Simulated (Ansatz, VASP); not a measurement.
## AgCl in VASP and in Ansatz

POSCAR

```
AgCl
1.0
    0.0000000000      2.9950020000      2.7731500000
    2.9950020000      0.0000000000      2.7731500000
    2.9950020000      2.9950020000      0.0000000000
Ag Cl
1 1
Direct
    0.5000000000      0.5000000000      0.5000000000
    0.0000000000      0.0000000000      0.0000000000
```

INCAR.step1

```
SYSTEM = AgCl
PREC     = Accurate       ! precision mode
ENCUT    = 550            ! plane-wave cutoff, eV
ISMEAR   = 0              ! smearing method
SIGMA    = 0.05           ! smearing width, eV
LREAL    = .FALSE.        ! projectors in reciprocal space
LASPH    = .TRUE.         ! aspherical terms in the spheres
NELM     = 120            ! most SCF steps
NBANDS   = 16             ! bands
GGA      = PE             ! functional
ALGO     = Normal         ! electronic algorithm
EDIFF    = 1E-5           ! SCF threshold, eV
LWAVE    = .TRUE.         ! write WAVECAR
LCHARG   = .FALSE.        ! write CHGCAR
GGA_COMPAT= .FALSE.
```

The input INCAR.step2:

```
SYSTEM = AgCl
PREC     = Accurate       ! precision mode
ENCUT    = 550            ! plane-wave cutoff, eV
EDIFF    = 1E-6           ! SCF threshold, eV
ISMEAR   = 0              ! smearing method
SIGMA    = 0.05           ! smearing width, eV
LREAL    = .FALSE.        ! projectors in reciprocal space
LASPH    = .TRUE.         ! aspherical terms in the spheres
NELM     = 120            ! most SCF steps
ALGO     = Normal         ! electronic algorithm
ISIF     = 2              ! what is computed and relaxed
LWAVE    = .FALSE.        ! write WAVECAR
LCHARG   = .FALSE.        ! write CHGCAR
METAGGA  = R2SCAN         ! meta-GGA
LMIXTAU  = .TRUE.       
NBANDS   = 16             ! bands
ISTART   = 1            
GGA_COMPAT= .FALSE.
```

KPOINTS

```
regular mesh
0
G
  8 8 8
  0 0 0
```

Input for Ansatz:

```yaml
crystal:
  lattice:
    - [0.0, 2.995002, 2.77315]
    - [2.995002, 0.0, 2.77315]
    - [2.995002, 2.995002, 0.0]
  atoms:
    - { symbol: Ag, position: [0.5, 0.5, 0.5] }
    - { symbol: Cl, position: [0.0, 0.0, 0.0] }
basis:
  ecutwfc: 500
kpoints:
  mp_grid: { grid: [8, 8, 8] }
hamiltonian:
  xc: r2scan
scf:
  occupations: { method: gaussian, width: 0.05 }
output:
  forces: true
  stress: true
  eigenvalues: true
```

Change from the starting cell: strain +0.080 along x and y, +0.000 along z, atoms carried along.

Alike in both runs: task single point; functional r2SCAN; k mesh 8 × 8 × 8; occupations gaussian, width 0.05 eV; no spin polarisation.

|  | VASP | Ansatz |
| --- | --- | --- |
| version | VASP 6.6.1 | Ansatz 0.2.0 |
| potentials or method | VASP PAW PBE potentials, release 64 (Ag, Cl), cutoff 550 eV | scalar-relativistic, plane waves, PAW |
| valence electrons in the cell | 18 | 26 |

|  | VASP | Ansatz | Ansatz less VASP |
| --- | --- | --- | --- |
| gap on the k mesh at the Fermi level (eV) | 1.32 | 1.37 | +0.049 |
| least direct gap on the mesh (eV) | 3.26 | 3.28 | +0.013 |
| pressure (GPa) | -5.0 | -4.9 | +0.08 |
| traceless stress, the component that is largest in VASP (GPa) | -0.26 | -0.23 | +0.034 |

VASP's potentials were made for PBE, not for r2SCAN. The functional is the same, so the differences come from potentials, cutoffs and numerics. VASP's potentials hold 18 valence electrons a cell and Ansatz's 26, so a difference there can come from the potentials and not from the codes.
